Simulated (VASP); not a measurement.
# HfGe (CsCl type) (Pm-3m) in VASP: a series of runs

The runs below take HfGe (CsCl type) through single point, with PBEsol, PBEsol+U.

All numbers are computed with VASP 6.6.1; they aren't measurements. Logs are shortened: lines on timing, memory, paths and dates and some standing lists are left out, and cuts for length are marked.

### 1 The cell of the first run

It takes space group Pm-3m (No. 221, cubic). Conventional cell: a = 2.865 Å, b = 2.865 Å, c = 2.865 Å, α = 90.00°, β = 90.00°, γ = 90.00°. Hf (site symmetry m-3m) has 8 Ge at 2.48 Å and 6 Hf at 2.87 Å within 3.3 Å. Ge (site symmetry m-3m) has 8 Hf at 2.48 Å and 6 Ge at 2.87 Å within 3.3 Å.

### 2 Single point, PBEsol (volume scaled by 0.65)

Contents of INCAR:

```
ALGO = Normal
EDIFF = 1E-6
ENCUT = 520
GGA = PS
ISIF = 2
ISMEAR = -1
LASPH = T
LCHARG = F
LREAL = F
LWAVE = F
NBANDS = 19
NELM = 80
PREC = Accurate
SIGMA = 0.05
```

Contents of KPOINTS:

```
k-points
0
Gamma
  13 13 13
```

Contents of POSCAR:

```
HfGe
1.0
    2.8653107692      0.0000000000      0.0000000000
    0.0000000000      2.8653107692      0.0000000000
    0.0000000000      0.0000000000      2.8653107692
Hf Ge
1 1
Direct
    0.0000000000      0.0000000000      0.0000000000
    0.5000000000      0.5000000000      0.5000000000
```

Potentials or basis: VASP PAW PBE potentials, release 64 (Hf_pv, Ge_d).

Started as:

```
cat potpaw_PBE.64/Hf_pv/POTCAR potpaw_PBE.64/Ge_d/POTCAR > POTCAR
mpirun -np 1 vasp_std > vasp.out
```

OUTCAR:

```text
EDIFF = 1E-6
   ENCUT = 520
   GGA = PS
   ISIF = 2
   ISMEAR = -1
   LASPH = T
   LREAL = F
   NELM = 80
   PREC = Accurate

 ion  position               nearest neighbor table
   1  0.000  0.000  0.000-   2 2.48   2 2.48   2 2.48   2 2.48   2 2.48   2 2.48   2 2.48   2 2.48

   2  0.500  0.500  0.500-   1 2.48   1 2.48   1 2.48   1 2.48   1 2.48   1 2.48   1 2.48   1 2.48

  LATTYP: Found a simple cubic cell.
 ALAT       =     2.8653107692

  Lattice vectors:

 A1 = (   2.8653107692,   0.0000000000,   0.0000000000)
 A2 = (   0.0000000000,   2.8653107692,   0.0000000000)
 A3 = (   0.0000000000,   0.0000000000,   2.8653107692)

Analysis of symmetry for initial positions (statically):
=====================================================================
 Subroutine PRICEL returns:
 Original cell was already a primitive cell.

 Routine SETGRP: Setting up the symmetry group for a
 simple cubic supercell.

 Subroutine GETGRP returns: Found 48 space group operations
 (whereof 48 operations were pure point group operations)
 out of a pool of 48 trial point group operations.

The static configuration has the point symmetry O_h .

Analysis of symmetry for dynamics (positions and initial velocities):
=====================================================================
 Subroutine PRICEL returns:
 Original cell was already a primitive cell.

 Routine SETGRP: Setting up the symmetry group for a
 simple cubic supercell.

 Subroutine GETGRP returns: Found 48 space group operations
 (whereof 48 operations were pure point group operations)
 out of a pool of 48 trial point group operations.

The dynamic configuration has the point symmetry O_h .

 Subroutine INISYM returns: Found 48 space group operations
 (whereof 48 operations are pure point group operations),
 and found     1 'primitive' translations

----------------------------------------------------------------------------------------

                                     Primitive cell

  volume of cell :      23.5242

  direct lattice vectors                    reciprocal lattice vectors
     2.865310769  0.000000000  0.000000000     0.349002283  0.000000000  0.000000000
     0.000000000  2.865310769  0.000000000     0.000000000  0.349002283  0.000000000
     0.000000000  0.000000000  2.865310769     0.000000000  0.000000000  0.349002283

  length of vectors
     2.865310769  2.865310769  2.865310769     0.349002283  0.349002283  0.349002283

  position of ions in fractional coordinates (direct lattice)
     0.000000000  0.000000000  0.000000000
     0.500000000  0.500000000  0.500000000

  ion indices of the primitive-cell ions
   primitive index   ion index
                 1           1
                 2           2

----------------------------------------------------------------------------------------

 KPOINTS: k-points

Automatic generation of k-mesh.
 Grid dimensions read from file:
 generate k-points for:   13   13   13

 Generating k-lattice:

  Cartesian coordinates                     Fractional coordinates (reciprocal lattice)
     0.026846329  0.000000000  0.000000000     0.076923077  0.000000000  0.000000000
     0.000000000  0.026846329  0.000000000     0.000000000  0.076923077  0.000000000
     0.000000000  0.000000000  0.026846329     0.000000000  0.000000000  0.076923077

  Length of vectors
     0.026846329  0.026846329  0.026846329

  Shift w.r.t. Gamma in fractional coordinates (k-lattice)
     0.000000000  0.000000000  0.000000000

 Subroutine IBZKPT returns following result:
 ===========================================

 Found     84 irreducible k-points:

 Following reciprocal coordinates:
            Coordinates               Weight
  0.000000  0.000000  0.000000      1.000000
  0.076923  0.000000  0.000000      6.000000
  0.153846  0.000000  0.000000      6.000000
  0.230769  0.000000  0.000000      6.000000
  0.307692  0.000000  0.000000      6.000000
  0.384615  0.000000  0.000000      6.000000
[... 16 lines left out ...]
  0.307692  0.307692  0.000000     12.000000
  0.384615  0.307692  0.000000     24.000000
 [... further k-points ...]
   k-points           NKPTS =     84   k-points in BZ     NKDIM =     84   number of bands    NBANDS=     19
   number of dos      NEDOS =    301   number of ions     NIONS =      2
   total plane-waves  NPLWV =  13824
   dimension x,y,z NGX =    24 NGY =   24 NGZ =   24
   dimension x,y,z NGXF=    48 NGYF=   48 NGZF=   48
   ions per type =               1   1
   NGX,Y,Z   is equivalent  to a cutoff of  13.92, 13.92, 13.92 a.u.
   NGXF,Y,Z  is equivalent  to a cutoff of  27.85, 27.85, 27.85 a.u.
 SYSTEM =  unknown system
   PREC   = accura    normal or accurate (medium, high low for compatibility)
   ISTART =      0    job   : 0-new  1-cont  2-samecut
   ICHARG =      2    charge: 1-file 2-atom 10-const
   ISPIN  =      1    spin polarized calculation?
   LNONCOLLINEAR =      F non collinear calculations
   LSORBIT =      F    spin-orbit coupling
   LASPH  =      T    aspherical Exc in radial PAW
   ENCUT  =  520.0 eV  38.22 Ry    6.18 a.u.   5.33  5.33  5.33*2*pi/ulx,y,z
   NELM   =     80;   NELMIN=  2; NELMDL= -5     # of ELM steps
   EDIFF  = 0.1E-05   stopping-criterion for ELM
   LREAL  =      F    real-space projection
   EDIFFG = 0.1E-04   stopping-criterion for IOM
   NSW    =      0    number of steps for IOM
   IBRION =     -1    ionic relax: 0-MD 1-quasi-New 2-CG
   NFREE  =      0    steps in history (QN), initial steepest desc. (CG)
   ISIF   =      2    stress and relaxation
   ISYM   =      2    0-nonsym 1-usesym 2-fastsym
   POTIM  = 0.5000    time-step for ionic-motion
   TEBEG  =    0.0;   TEEND  =   0.0 temperature during run
   PSTRESS=    0.0 pullay stress
   NELECT =      24.0000    total number of electrons
   NUPDOWN=      -1.0000    fix difference up-down
   EMIN   =  10.00;   EMAX   =-10.00  energy-range for DOS
   EFERMI =   0.00;   METHOD = LEGACY
   ISMEAR =    -1;   SIGMA  =   0.05  broadening in eV -4-tet -1-fermi 0-gaus
   EFERMI_NEDOS =   21; number of points for ismear=-14 and -15
   IALGO  =     38    algorithm
   IMIX   =      4    mixing-type and parameters
     AMIX     =   0.40;   BMIX     =  1.00
     AMIX_MAG =   1.60;   BMIX_MAG =  1.00
  volume/ion in A,a.u.               =      11.76        79.37
  Fermi-wavevector in a.u.,A,eV,Ry     =   1.648062  3.114385 36.954892  2.716108
  Thomas-Fermi vector in A             =   2.737415
   LORBIT       =      0    0 simple, 1 ext, 2 COOP (PROOUT), +10 PAW based schemes
   GGA     = PS    functional components
   LHFCALC =     F    Hartree Fock is set to
   AEXX    =    0.0000 exact exchange contribution
   IVDW    =     0    specifies the selected vdW correction
   LEPSILON=     F    determine dielectric tensor
   LRPA    =     F    only Hartree local field effects (RPA)
 non-spin polarized calculation
  energy-cutoff  :      520.00
  volume of cell :       23.52
 maximum number of plane-waves:       651
 NGX is ok and might be reduce to    24
   NGX = 11   NGY = 11   NGZ = 11

 number of electron      23.9999988 magnetization

 Free energy of the ion-electron system (eV)
  ---------------------------------------------------
  ext. energy  EPLUGINS =         0.00000000
  ---------------------------------------------------
  free energy    TOTEN  =       -12.55457330 eV

  energy without entropy =      -12.54257128  energy(sigma->0) =      -12.54857229

 E-fermi :  11.2345     XC(G=0): -14.4125

 val. band max:       11.2152816613   @ k =   0.3077   0.1538   0.0769
 cond. band min:      11.2364616165   @ k =   0.3077   0.0769   0.0000
 fundamental gap:      0.0211799552
 Fermi energy:        11.2345139559

 k-point     1 :       0.0000    0.0000    0.0000
  band No.  band energies     occupation
      1     -17.8737      2.00000
      2     -17.8737      2.00000
      3     -17.8737      2.00000
      4     -13.5462      2.00000
      5     -13.5462      2.00000
      6     -13.4141      2.00000
[... 11 lines left out ...]
     18      24.3021      0.00000
     19      26.0778      0.00000

 k-point     2 :       0.0769    0.0000    0.0000
  band No.  band energies     occupation
      1     -17.9717      2.00000
      2     -17.8699      2.00000
      3     -17.8699      2.00000
      4     -13.5447      2.00000
      5     -13.5329      2.00000
      6     -13.4134      2.00000
[... 11 lines left out ...]
     18      24.7158      0.00000
     19      25.2274      0.00000

 k-point     3 :       0.1538    0.0000    0.0000
  band No.  band energies     occupation
      1     -18.2336      2.00000
      2     -17.8595      2.00000
      3     -17.8595      2.00000
      4     -13.5408      2.00000
      5     -13.4971      2.00000
      6     -13.4113      2.00000
[... 11 lines left out ...]
     18      23.2902      0.00000
     19      25.2584      0.00000

 k-point     4 :       0.2308    0.0000    0.0000
  band No.  band energies     occupation
      1     -18.5820      2.00000
      2     -17.8450      2.00000
      3     -17.8450      2.00000
      4     -13.5352      2.00000
      5     -13.4485      2.00000
      6     -13.4085      2.00000
[... 11 lines left out ...]
     18      21.4996      0.00000
     19      25.4974      0.00000

 k-point     5 :       0.3077    0.0000    0.0000
  band No.  band energies     occupation
      1     -18.9290      2.00000
      2     -17.8296      2.00000
      3     -17.8296      2.00000
      4     -13.5293      2.00000
      5     -13.4054      2.00000
      6     -13.3984      2.00000
[... 11 lines left out ...]
     18      21.5623      0.00000
     19      25.5691      0.00000
[... 334 lines left out ...]
      2     -18.3939      2.00000
      3     -17.7309      2.00000
      4     -13.4831      2.00000
      5     -13.4414      2.00000
      6     -13.4237      2.00000
[... 11 lines left out ...]
     18      22.2271      0.00000
     19      24.5213      0.00000

 k-point    22 :       0.4615    0.2308    0.0000
  band No.  band energies     occupation
      1     -19.2059      2.00000
      2     -18.3731      2.00000
      3     -17.7163      2.00000
      4     -13.4805      2.00000
      5     -13.4353      2.00000
      6     -13.4279      2.00000
[... 11 lines left out ...]
     18      21.8752      0.00000
     19      22.7309      0.00000

 k-point    23 :       0.3077    0.3077    0.0000
  band No.  band energies     occupation
      1     -18.8060      2.00000
      2     -18.6861      2.00000
      3     -17.7168      2.00000
      4     -13.4780      2.00000
      5     -13.4554      2.00000
      6     -13.4394      2.00000
[... 11 lines left out ...]
     18      22.7992      0.00000
     19      25.9813      0.00000

 k-point    24 :       0.3846    0.3077    0.0000
  band No.  band energies     occupation
      1     -18.9965      2.00000
      2     -18.6862      2.00000
      3     -17.6833      2.00000
      4     -13.4756      2.00000
      5     -13.4580      2.00000
      6     -13.4553      2.00000
[... 11 lines left out ...]
     18      22.1783      0.00000
     19      25.2472      0.00000

 [... further k-points ...]
[... 5 lines left out ...]
  --------------------------------------------------------------------------------------
  -------------------------------------------------------------------------------------
  Total       19.2058732     19.2058732     19.2058732      0.0000000     -0.0000000      0.0000000
  in kB     1308.0653571   1308.0653571   1308.0653571      0.0000000     -0.0000000      0.0000000
  external PRESSURE =    1308.0653571 kB  Pullay stress =       0.0000000 kB

 VOLUME and BASIS-vectors are now :
 -----------------------------------------------------------------------------
  energy-cutoff  :      520.00
  volume of cell :       23.52
      direct lattice vectors                 reciprocal lattice vectors
     2.865310769  0.000000000  0.000000000     0.349002283  0.000000000  0.000000000
     0.000000000  2.865310769  0.000000000     0.000000000  0.349002283  0.000000000
     0.000000000  0.000000000  2.865310769     0.000000000  0.000000000  0.349002283

 POSITION                                       TOTAL-FORCE (eV/Angst)
 -----------------------------------------------------------------------------------
      0.00000      0.00000      0.00000         0.000000      0.000000      0.000000
      1.43266      1.43266      1.43266         0.000000      0.000000      0.000000
 -----------------------------------------------------------------------------------
    total drift:                                0.000000      0.000000     -0.000000

  FREE ENERGIE OF THE ION-ELECTRON SYSTEM (eV)
  ---------------------------------------------------
  free  energy   TOTEN  =       -12.5545732968 eV

  energy  without entropy=      -12.5425712847  energy(sigma->0) =      -12.54857229
```

Wall time 23 s (1 thread of AMD EPYC 9R14 (Zen 4), shared host); peak memory 0.13 GiB.

What came out:

```
Free energy            : -12.5546 eV
Pressure               : 130.8 GPa
Band gap on the k mesh : zero (band 12 reaches 14.93 eV, above the bottom of band 13 at 10.24 eV)
```

Levels at points of the mesh, in eV from the Fermi level:
```
           k point  band 8  band 9  band 10  band 11  band 12  band 13  band 14  band 15  band 16  band 17
(0.00, 0.00, 0.00)  -24.65  -14.62    -3.14    -3.14     3.70     3.70     3.70     5.76     5.76     5.76
```

Caveat: the cell differs from its parent crystal (volume scaled by 0.65); the PAW data sets were made with another functional, which shifts forces and pressure a little; spin-orbit coupling is left out, which moves the levels of the heavy elements.

### 3 Single point, PBEsol (volume scaled by 0.75)

Contents of INCAR:

```
PREC = Accurate
ENCUT = 520
EDIFF = 1E-6
ISMEAR = -1
SIGMA = 0.05
LREAL = False
LASPH = True
NELM = 80
ALGO = Normal
ISIF = 2
LWAVE = False
LCHARG = False
GGA = PS
NBANDS = 19
```

Contents of KPOINTS:

```
Automatic mesh
0
Gamma
  13 13 13
```

Contents of POSCAR:

```
HfGe
1.0
    3.0052990978      0.0000000000      0.0000000000
    0.0000000000      3.0052990978      0.0000000000
    0.0000000000      0.0000000000      3.0052990978
Hf Ge
1 1
Direct
    0.0000000000      0.0000000000      0.0000000000
    0.5000000000      0.5000000000      0.5000000000
```

Potentials or basis: VASP PAW PBE potentials, release 64 (Hf_pv, Ge_d).

Started as:

```
cat potpaw_PBE.64/Hf_pv/POTCAR potpaw_PBE.64/Ge_d/POTCAR > POTCAR
mpirun -np 1 vasp_std > vasp.out
```

Wall time 21 s (1 thread of AMD EPYC 9R14 (Zen 4), shared host); peak memory 0.13 GiB.

It converged, with:

- Free energy: -14.6930 eV
- Pressure: 65.5 GPa
- Band gap on the k mesh: zero (band 12 reaches 12.53 eV, above the bottom of band 13 at 8.78 eV)

Levels at points of the mesh, in eV from the Fermi level:
```tsv
k point	band 9	band 10	band 11	band 12	band 13	band 14	band 15	band 16
(0.00, 0.00, 0.00)	-13.63	-2.52	-2.52	2.98	2.98	2.98	5.05	5.05
```

Caveat: the cell differs from its parent crystal (volume scaled by 0.75); the PAW data sets were made with another functional, which shifts forces and pressure a little; spin-orbit coupling is left out, which moves the levels of the heavy elements.

### 4 Single point, PBEsol+U

This run uses another cell than the first one, of 8.14 Å³/atom, 0.692 times its volume.

Contents of INCAR:

```
SYSTEM = HfGe
PREC = Accurate ; ENCUT = 520
EDIFF = 1E-6 ; ISMEAR = -1
SIGMA = 0.05 ; LREAL = .False.
LASPH = .True. ; NELM = 150
ALGO = Normal ; ISIF = 2
LWAVE = .False. ; LCHARG = .False.
LMAXMIX = 4 ; LDAU = .True.
LDAUTYPE = 2 ; LDAUL = 2 -1
LDAUU = 5 0 ; LDAUJ = 0 0
LDAUPRINT = 1 ; GGA = PS
NBANDS = 19
```

Contents of KPOINTS:

```
Automatic mesh
0
Gamma
  13 13 13
  0 0 0
```

Contents of POSCAR:

```
HfGe
1.0
    2.5347674281      0.0000000000      0.0000000000
    0.0000000000      2.5347674281      0.0000000000
    0.0000000000      0.0000000000      2.5347674281
Hf Ge
1 1
Direct
    0.0000000000      0.0000000000      0.0000000000
    0.5000000000      0.5000000000      0.5000000000
```

Started as:

```
cat potpaw_PBE.64/Hf_pv/POTCAR potpaw_PBE.64/Ge_d/POTCAR > POTCAR
mpirun -np 1 vasp_std > vasp.out
```

Wall time 16 s (1 thread of AMD EPYC 9R14 (Zen 4), shared host); peak memory 0.11 GiB.

Results (log left out):

* Free energy: 5.9689 eV
* Pressure: 537.7 GPa
* Band gap on the k mesh: zero (band 12 reaches 23.28 eV, above the bottom of band 13 at 15.08 eV)

Levels at points of the mesh, in eV from the Fermi level:
| k point | band 8 | band 9 | band 10 | band 11 | band 12 | band 13 | band 14 | band 15 | band 16 | band 17 |
| --- | --- | --- | --- | --- | --- | --- | --- | --- | --- | --- |
| (0.00, 0.00, 0.00) | -26.35 | -17.43 | -5.66 | -5.66 | 6.14 | 6.14 | 6.14 | 7.70 | 7.70 | 7.70 |

Eigenvalues of the final occupation matrices:
```
    site  spin  trace               eigenvalues
site 1 d     1   2.03  0.38 0.38 0.38 0.45 0.45
site 1 d     2   2.03  0.38 0.38 0.38 0.45 0.45
```

Caveat: the PAW data sets were made with another functional, which shifts forces and pressure a little; spin-orbit coupling is left out, which moves the levels of the heavy elements; U without spin polarisation on a metal has little footing; the U is typed as a test and isn't derived for this compound.

### 5 Summary

```tsv
level	U	cell	gap on the mesh (eV)	pressure (GPa)
PBEsol	-	a = 2.865 Å, 2 atoms	none	130.8
PBEsol	-	a = 3.005 Å, 2 atoms	none	65.5
PBEsol+U	Hf d U = 5.0 eV	a = 2.535 Å, 2 atoms	none	537.7
```

Alike in all rows: task single point; potentials or basis VASP PAW PBE potentials, release 64 (Hf_pv, Ge_d); no spin polarisation; k mesh 13 × 13 × 13; cutoff (eV) 520; smearing fermi-dirac 0.05 eV.

Caveats: the PAW data sets were made with another functional, which shifts forces and pressure a little; spin-orbit coupling is left out, which moves the levels of the heavy elements; U without spin polarisation on a metal has little footing (some runs); the U is typed as a test and isn't derived for this compound (some runs).

Total energies depend on the potentials used, so only differences within one code and one set of settings carry meaning.
